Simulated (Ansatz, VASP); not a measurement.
## One calculation of CoSn, two programs

The input INCAR:

```
SYSTEM = CoSn
  PREC = Accurate
  ENCUT = 520
  EDIFF = 1E-6
  ISMEAR = 0
  SIGMA = 0.15
  LREAL = .False.
  LASPH = .True.
  NELM = 80
  ALGO = Fast
  ISIF = 2
  LWAVE = .False.
  LCHARG = .True.
  GGA = PE
  LELF = .True.
  LVHAR = .True.
  NBANDS = 44
```

Contents of KPOINTS:

```
regular mesh
0
Gamma
  12 12 12
  0 0 0
```

The input POSCAR:

```
CoSn
1.0
    4.8728582061      0.0000000000      0.0000000000
   -2.4364291030      4.2200189955      0.0000000000
    0.0000000000      0.0000000000      4.0610761709
Co Sn
3 3
Direct
    0.0000000000      0.5000000000      0.0000000000
    0.5000000000      0.5000000000      0.0000000000
    0.5000000000      0.0000000000      0.0000000000
    0.6666666667      0.3333333333      0.5000000000
    0.3333333333      0.6666666667      0.5000000000
    0.0000000000      0.0000000000      0.0000000000
```

Input for Ansatz:

```yaml
crystal:
  lattice:
    - [4.8728582061, 0.0, 0.0]
    - [-2.436429103, 4.2200189955, 0.0]
    - [0.0, 0.0, 4.0610761709]
  atoms:
    - { symbol: Co, position: [0.0, 0.5, 0.0] }
    - { symbol: Co, position: [0.5, 0.5, 0.0] }
    - { symbol: Co, position: [0.5, 0.0, 0.0] }
    - { symbol: Sn, position: [0.6666666667, 0.3333333333, 0.5] }
    - { symbol: Sn, position: [0.3333333333, 0.6666666667, 0.5] }
    - { symbol: Sn, position: [0.0, 0.0, 0.0] }
basis:
  ecutwfc: 420
kpoints:
  mp_grid: { grid: [12, 12, 12] }
hamiltonian:
  xc: pbe
scf:
  occupations: { method: gaussian, width: 0.15 }
output:
  forces: true
  stress: true
  eigenvalues: true
```

Change from the starting cell: strain -0.080 along x and y, -0.040 along z, atoms carried along.

Alike in both runs: task single point; functional PBE; k mesh 12 × 12 × 12; occupations gaussian, width 0.15 eV; no spin polarisation.

|  | VASP | Ansatz |
| --- | --- | --- |
| version | VASP 6.6.1 | Ansatz 0.2.0 |
| potentials or method | VASP PAW PBE potentials, release 64 (Co, Sn_d), cutoff 520 eV | scalar-relativistic, plane waves, PAW |
| valence electrons in the cell | 69 | 93 |

Ansatz gave:

* gap on the k mesh at the Fermi level (eV): none
* pressure (GPa): 44.2
* traceless stress, the component that is largest in VASP (GPa): -10.11

Question: What did VASP give for the same quantities?

Answer: gap on the k mesh at the Fermi level (eV): none; pressure (GPa): 44.1; traceless stress, the component that is largest in VASP (GPa): -10.08.

A gap of «none» marks a metal or a gap that the smearing closes. Both programs put the cell under a high pressure, so it lies far from rest at this level. VASP's potentials hold 69 valence electrons a cell and Ansatz's 93, so a difference there can come from the potentials and not from the codes.
